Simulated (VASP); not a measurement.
# Al6H in VASP: notebook

Runs on Al6H. Level: PBE. Tasks: single point.

Everything below comes from runs of VASP 6.6.1. Logs are shortened: lines on timing, memory, paths and dates and some standing lists are left out, and cuts for length are marked.

### Step 1. The cell of the first run

The cell holds a slab with vacuum, 14 atoms: a = 5.714 Å, b = 5.714 Å, c = 22.602 Å, α = 90.00°, β = 90.00°, γ = 120.00°.

### Step 2. Single point, PBE

The input, INCAR:

```
  PREC = Accurate
  ENCUT = 520
  EDIFF = 1E-7
  ISMEAR = 0
  SIGMA = 0.1
  LREAL = False
  LASPH = True
  NELM = 80
  ALGO = Normal
  ISIF = 2
  LWAVE = False
  LCHARG = False
  LDIPOL = True
  IDIPOL = 3
  DIPOL = 0.5 0.5 0.298
  GGA = PE
  NBANDS = 32
```

The input, KPOINTS:

```
regular mesh
0
Gamma
  6 6 1
```

The input, POSCAR:

```
Al6H
1.0
    5.7143028096      0.0000000000      0.0000000000
   -2.8571514048      4.9487313980      0.0000000000
    0.0000000000      0.0000000000     22.6016424997
Al H
12 2
Direct
    0.3333333333      0.1666666667      0.1769782882
    0.3333333333      0.6666666667      0.1769782882
    0.8333333333      0.1666666667      0.1769782882
    0.8333333333      0.6666666667      0.1769782882
    0.1666666667      0.3333333333      0.2787817902
    0.1666666667      0.8333333333      0.2787817902
    0.6666666667      0.3333333333      0.2787817902
    0.6666666667      0.8333333333      0.2787817902
    0.0000000000      0.0000000000      0.3805759913
    0.0000000000      0.5000000000      0.3805759913
    0.5000000000      0.0000000000      0.3805759913
    0.5000000000      0.5000000000      0.3805759913
    0.1377714184      0.1666666667      0.4146443118
    0.5288952483      0.1666666667      0.4146443118
```

Potentials or basis: VASP PAW PBE potentials, release 64 (Al, H).

On the command line:

```sh
$ cat potpaw_PBE.64/Al/POTCAR potpaw_PBE.64/H/POTCAR > POTCAR
$ mpirun -np 1 vasp_std > vasp.out
```

OUTCAR:

```text
PREC = Accurate
   ENCUT = 520
   EDIFF = 1E-7
   ISMEAR = 0
   LREAL = False
   LASPH = True
   NELM = 80
   ISIF = 2
   GGA = PE

 ion  position               nearest neighbor table
   1  0.333  0.167  0.177-   5 2.83   6 2.83   7 2.83   4 2.86   2 2.86   2 2.86   4 2.86   3 2.86
                             3 2.86
   2  0.333  0.667  0.177-   6 2.83   5 2.83   8 2.83   3 2.86   1 2.86   1 2.86   3 2.86   4 2.86
                             4 2.86
   3  0.833  0.167  0.177-   7 2.83   8 2.83   5 2.83   4 2.86   2 2.86   4 2.86   2 2.86   1 2.86
                             1 2.86
   4  0.833  0.667  0.177-   8 2.83   7 2.83   6 2.83   3 2.86   1 2.86   3 2.86   1 2.86   2 2.86
                             2 2.86
   5  0.167  0.333  0.279-   9 2.83  12 2.83  10 2.83   1 2.83   2 2.83   3 2.83   8 2.86   6 2.86
                             6 2.86   8 2.86   7 2.86   7 2.86
   6  0.167  0.833  0.279-  10 2.83  11 2.83   9 2.83   2 2.83   1 2.83   4 2.83   7 2.86   5 2.86
                             5 2.86   7 2.86   8 2.86   8 2.86
   7  0.667  0.333  0.279-  11 2.83  10 2.83  12 2.83   3 2.83   4 2.83   1 2.83   8 2.86   6 2.86
                             8 2.86   6 2.86   5 2.86   5 2.86
   8  0.667  0.833  0.279-  12 2.83   9 2.83  11 2.83   4 2.83   3 2.83   2 2.83   7 2.86   5 2.86
                             7 2.86   5 2.86   6 2.86   6 2.86
   9  0.000  0.000  0.381-  13 1.17   5 2.83   8 2.83   6 2.83  12 2.86  10 2.86  10 2.86  12 2.86
                            11 2.86  11 2.86
  10  0.000  0.500  0.381-   6 2.83   7 2.83   5 2.83   9 2.86  11 2.86   9 2.86  11 2.86  12 2.86
                            12 2.86
  11  0.500  0.000  0.381-  14 1.17   7 2.83   6 2.83   8 2.83  12 2.86  10 2.86  12 2.86  10 2.86
                             9 2.86   9 2.86
  12  0.500  0.500  0.381-   8 2.83   5 2.83   7 2.83   9 2.86  11 2.86  11 2.86   9 2.86  10 2.86
                            10 2.86
  13  0.138  0.167  0.415-   9 1.17
  14  0.529  0.167  0.415-  11 1.17

  LATTYP: Found a hexagonal cell.
 ALAT       =     5.7143028096
 C/A-ratio  =     3.9552756045

  Lattice vectors:

 A1 = (   5.7143028096,   0.0000000000,   0.0000000000)
 A2 = (  -2.8571514048,   4.9487313980,   0.0000000000)
 A3 = (   0.0000000000,   0.0000000000,  22.6016424997)

Analysis of symmetry for initial positions (statically):
=====================================================================
 Subroutine PRICEL returns:
 Original cell was already a primitive cell.

 Routine SETGRP: Setting up the symmetry group for a
 hexagonal supercell.

 Subroutine GETGRP returns: Found  2 space group operations
 (whereof  1 operations were pure point group operations)
 out of a pool of 24 trial point group operations.

The static configuration has the point symmetry C_1 .
 The point group associated with its full space group is C_1h.

Analysis of symmetry for dynamics (positions and initial velocities):
=====================================================================
 Subroutine PRICEL returns:
 Original cell was already a primitive cell.

 Routine SETGRP: Setting up the symmetry group for a
 hexagonal supercell.

 Subroutine GETGRP returns: Found  2 space group operations
 (whereof  1 operations were pure point group operations)
 out of a pool of 24 trial point group operations.

The dynamic configuration has the point symmetry C_1 .
 The point group associated with its full space group is C_1h.

 Subroutine INISYM returns: Found  2 space group operations
 (whereof  1 operations are pure point group operations),
 and found     1 'primitive' translations

----------------------------------------------------------------------------------------

                                     Primitive cell

  volume of cell :     639.1417

  direct lattice vectors                    reciprocal lattice vectors
     5.714302810  0.000000000  0.000000000     0.174999476  0.101035995  0.000000000
    -2.857151405  4.948731398  0.000000000     0.000000000  0.202071990  0.000000000
     0.000000000  0.000000000 22.601642500     0.000000000  0.000000000  0.044244572

  length of vectors
     5.714302810  5.714302810 22.601642500     0.202071990  0.202071990  0.044244572

  position of ions in fractional coordinates (direct lattice)
     0.333333333  0.166666667  0.176978288
     0.333333333  0.666666667  0.176978288
     0.833333333  0.166666667  0.176978288
     0.833333333  0.666666667  0.176978288
     0.166666667  0.333333333  0.278781790
     0.166666667  0.833333333  0.278781790
     0.666666667  0.333333333  0.278781790
     0.666666667  0.833333333  0.278781790
     0.000000000  0.000000000  0.380575991
     0.000000000  0.500000000  0.380575991
     0.500000000  0.000000000  0.380575991
     0.500000000  0.500000000  0.380575991
     0.137771418  0.166666667  0.414644312
     0.528895248  0.166666667  0.414644312

  ion indices of the primitive-cell ions
   primitive index   ion index
                 1           1
                 2           2
                 3           3
                 4           4
                 5           5
                 6           6
                 7           7
                 8           8
                 9           9
                10          10
                11          11
                12          12
                13          13
                14          14

----------------------------------------------------------------------------------------

 KPOINTS: regular mesh

Automatic generation of k-mesh.
 Grid dimensions read from file:
 generate k-points for:    6    6    1

 Generating k-lattice:

  Cartesian coordinates                     Fractional coordinates (reciprocal lattice)
     0.029166579  0.016839332  0.000000000     0.166666667  0.000000000  0.000000000
     0.000000000  0.033678665  0.000000000     0.000000000  0.166666667  0.000000000
     0.000000000  0.000000000  0.044244572     0.000000000  0.000000000  1.000000000

  Length of vectors
     0.033678665  0.033678665  0.044244572

  Shift w.r.t. Gamma in fractional coordinates (k-lattice)
     0.000000000  0.000000000  0.000000000

 Subroutine IBZKPT returns following result:
 ===========================================

 Found     13 irreducible k-points:

 Following reciprocal coordinates:
            Coordinates               Weight
  0.000000  0.000000  0.000000      1.000000
  0.166667 -0.000000  0.000000      4.000000
  0.000000  0.166667  0.000000      2.000000
  0.333333 -0.000000  0.000000      4.000000
  0.000000  0.333333  0.000000      2.000000
  0.500000  0.000000  0.000000      2.000000
  0.000000  0.500000  0.000000      1.000000
  0.166667  0.166667  0.000000      4.000000
 -0.333333  0.166667  0.000000      2.000000
  0.333333  0.166667  0.000000      4.000000
 -0.166667  0.500000  0.000000      4.000000
  0.500000  0.333333  0.000000      4.000000
  0.333333  0.333333  0.000000      2.000000
   k-points           NKPTS =     13   k-points in BZ     NKDIM =     13   number of bands    NBANDS=     32
   number of dos      NEDOS =    301   number of ions     NIONS =     14
   total plane-waves  NPLWV = 296352
   dimension x,y,z NGX =    42 NGY =   42 NGZ =  168
   dimension x,y,z NGXF=    84 NGYF=   84 NGZF=  336
   ions per type =              12   2
   NGX,Y,Z   is equivalent  to a cutoff of  12.22, 12.22, 12.36 a.u.
   NGXF,Y,Z  is equivalent  to a cutoff of  24.44, 24.44, 24.71 a.u.
 SYSTEM =  unknown system
   PREC   = accura    normal or accurate (medium, high low for compatibility)
   ISTART =      0    job   : 0-new  1-cont  2-samecut
   ICHARG =      2    charge: 1-file 2-atom 10-const
   ISPIN  =      1    spin polarized calculation?
   LNONCOLLINEAR =      F non collinear calculations
   LSORBIT =      F    spin-orbit coupling
   LASPH  =      T    aspherical Exc in radial PAW
   ENCUT  =  520.0 eV  38.22 Ry    6.18 a.u.  10.62 10.62 42.02*2*pi/ulx,y,z
   NELM   =     80;   NELMIN=  2; NELMDL= -5     # of ELM steps
   EDIFF  = 0.1E-06   stopping-criterion for ELM
   LREAL  =      F    real-space projection
   EDIFFG = 0.1E-05   stopping-criterion for IOM
   NSW    =      0    number of steps for IOM
   IBRION =     -1    ionic relax: 0-MD 1-quasi-New 2-CG
   NFREE  =      0    steps in history (QN), initial steepest desc. (CG)
   ISIF   =      2    stress and relaxation
   ISYM   =      2    0-nonsym 1-usesym 2-fastsym
   POTIM  = 0.5000    time-step for ionic-motion
   TEBEG  =    0.0;   TEEND  =   0.0 temperature during run
   PSTRESS=    0.0 pullay stress
   NELECT =      38.0000    total number of electrons
   NUPDOWN=      -1.0000    fix difference up-down
   EMIN   =  10.00;   EMAX   =-10.00  energy-range for DOS
   EFERMI =   0.00;   METHOD = LEGACY
   ISMEAR =     0;   SIGMA  =   0.10  broadening in eV -4-tet -1-fermi 0-gaus
   EFERMI_NEDOS =   21; number of points for ismear=-14 and -15
   IALGO  =     38    algorithm
   IMIX   =      4    mixing-type and parameters
     AMIX     =   0.40;   BMIX     =  1.00
     AMIX_MAG =   1.60;   BMIX_MAG =  1.00
  volume/ion in A,a.u.               =      45.65       308.08
  Fermi-wavevector in a.u.,A,eV,Ry     =   0.638955  1.207450  5.554763  0.408264
  Thomas-Fermi vector in A             =   1.704469
   LORBIT       =      0    0 simple, 1 ext, 2 COOP (PROOUT), +10 PAW based schemes
   GGA     = PE    functional components
   LHFCALC =     F    Hartree Fock is set to
   AEXX    =    0.0000 exact exchange contribution
   IVDW    =     0    specifies the selected vdW correction
   LEPSILON=     F    determine dielectric tensor
   LRPA    =     F    only Hartree local field effects (RPA)
 non-spin polarized calculation
 Gauss-broadening in eV      SIGMA  =   0.10
  energy-cutoff  :      520.00
  volume of cell :      639.14
 maximum number of plane-waves:     17305
   NGX = 21   NGY = 21   NGZ = 85

 dipolmoment           0.000000      0.000000      0.000312 electrons x Angstroem

 number of electron      38.0000001 magnetization

 dipolmoment           0.000000      0.000000     -0.012107 electrons x Angstroem

 Free energy of the ion-electron system (eV)
  ---------------------------------------------------
  ext. energy  EPLUGINS =         0.00000000
  ---------------------------------------------------
  free energy    TOTEN  =       -43.15696353 eV

  energy without entropy =      -43.12090228  energy(sigma->0) =      -43.13893291

 E-fermi :  -0.0632     XC(G=0):  -3.9635

 val. band max:       -0.0786107554   @ k =  -0.3333   0.1667   0.0000
 cond. band min:      -0.0355249560   @ k =  -0.1667   0.5000   0.0000
 fundamental gap:      0.0430857994
 Fermi energy:        -0.0631862350

 k-point     1 :       0.0000    0.0000    0.0000
  band No.  band energies     occupation
      1     -10.9515      2.00000
      2      -9.6524      2.00000
      3      -7.3680      2.00000
      4      -6.6530      2.00000
      5      -5.2452      2.00000
      6      -4.8489      2.00000
[... 23 lines left out ...]
     30       2.7702      0.00000
     31       3.5488      0.00000
[... 376 lines left out ...]
  band No.  band energies     occupation
      1      -9.5218      2.00000
      2      -8.9154      2.00000
      3      -8.7079      2.00000
      4      -8.0841      2.00000
      5      -7.6432      2.00000
      6      -7.0362      2.00000
[... 23 lines left out ...]
     30       3.1663      0.00000
     31       3.4542      0.00000
 [bands above 31 left out]

------------------------ aborting loop because EDIFF is reached ----------------------------------------

 vacuum level on the upper side and lower side of the slab       (xc-potential included)        -0.056         0.015

  FORCE on cell =-STRESS in cart. coord.  units (eV):
  Direction    XX          YY          ZZ          XY          YZ          ZX
  --------------------------------------------------------------------------------------
  -------------------------------------------------------------------------------------
  Total        4.0233339     14.1991782     14.0344990      0.0000000     13.3408789      0.0000000
  in kB       10.0855486     35.5939886     35.1811769      0.0000000     33.4424348      0.0000000
  external PRESSURE =      26.9535714 kB  Pullay stress =       0.0000000 kB

 VOLUME and BASIS-vectors are now :
 -----------------------------------------------------------------------------
  energy-cutoff  :      520.00
  volume of cell :      639.14
      direct lattice vectors                 reciprocal lattice vectors
     5.714302810  0.000000000  0.000000000     0.174999476  0.101035995  0.000000000
    -2.857151405  4.948731398  0.000000000     0.000000000  0.202071990  0.000000000
     0.000000000  0.000000000 22.601642500     0.000000000  0.000000000  0.044244572

 POSITION                                       TOTAL-FORCE (eV/Angst)
 -----------------------------------------------------------------------------------
      1.42858      0.82479      4.00000         0.000000     -0.044484     -0.004444
     -0.00000      3.29915      4.00000        -0.008122      0.039047     -0.067053
      4.28573      0.82479      4.00000         0.000000     -0.029417      0.000991
      2.85715      3.29915      4.00000         0.008122      0.039047     -0.067053
      0.00000      1.64958      6.30093         0.013360      0.166194      0.119124
     -1.42858      4.12394      6.30093         0.000000      0.026041      0.138435
      2.85715      1.64958      6.30093        -0.013360      0.166194      0.119124
      1.42858      4.12394      6.30093         0.000000      0.027131     -0.028269
      0.00000      0.00000      8.60164        -4.167896     -9.920722     -9.136118
     -1.42858      2.47437      8.60164         0.000000      0.516822     -0.305308
      2.85715      0.00000      8.60164         4.167896     -9.920722     -9.136118
      1.42858      2.47437      8.60164         0.000000      0.433066     -0.131180
      0.31108      0.82479      9.37164         3.823379      9.250901      9.248934
      2.54608      0.82479      9.37164        -3.823379      9.250901      9.248934
 -----------------------------------------------------------------------------------
    total drift:                               -0.000001     -0.000097      0.000242

  FREE ENERGIE OF THE ION-ELECTRON SYSTEM (eV)
  ---------------------------------------------------
  free  energy   TOTEN  =       -43.1569635299 eV

  energy  without entropy=      -43.1209022816  energy(sigma->0) =      -43.13893291

 vacuum level on the upper side and lower side of the slab         3.675         3.745
```

Run time: 8.5 min. Hardware: 1 thread of Intel Xeon Platinum 8488C (Sapphire Rapids), shared host; peak memory 0.69 GiB.

Results:

- Free energy: -43.1570 eV
- Largest force: 14.116 eV/Å
- Band gap on the k mesh: zero (bands 19 and 20 overlap by 0.60 eV)

Forces in eV/Å, atoms in the order of the input:
```
Al   0.000 -0.044 -0.004
Al  -0.008  0.039 -0.067
Al   0.000 -0.029  0.001
Al   0.008  0.039 -0.067
Al   0.013  0.166  0.119
Al   0.000  0.026  0.138
Al  -0.013  0.166  0.119
Al   0.000  0.027 -0.028
Al  -4.168 -9.921 -9.136
Al   0.000  0.517 -0.305
Al   4.168 -9.921 -9.136
Al   0.000  0.433 -0.131
H    3.823  9.251  9.249
H   -3.823  9.251  9.249
```

[end of part 1 of 2]

The gap in the log of VASP goes by the Fermi energy; the results here count the filled bands.